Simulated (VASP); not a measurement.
The system is RbBr.

```xyz
2
Lattice="0.0000 3.8695 3.8695 3.8695 0.0000 3.8695 3.8695 3.8695 0.0000" Properties=species:S:1:pos:R:3 pbc="T T T"
Rb    0.0000    0.0000    0.0000
Br    1.9347    1.9347    1.9347
```

Base run:

- Program: VASP 6.6.1
- Functional: HSE06
- Potentials or basis: VASP PAW PBE potentials, release 64 (Rb_sv, Br)
- Cutoff: 520 eV
- k mesh: 4 × 4 × 4
- Occupations: gaussian, width 0.01 eV
- Spin: no spin polarisation

Its results: band gap on the k mesh 5.18 eV (least direct gap 5.26 eV); pressure 0.1 GPa.

Q: The run is repeated on the same cell with these changes: functional from HSE06 to PBEsol. What comes out?

A: Band gap on the k mesh 4.12 eV (least direct gap 4.21 eV); pressure -0.3 GPa.

Caveats: the structure was generated, so it needn't be the stable form of RbBr; the PAW data sets were made with another functional, which shifts forces and pressure a little.

A k mesh can miss the band edges.
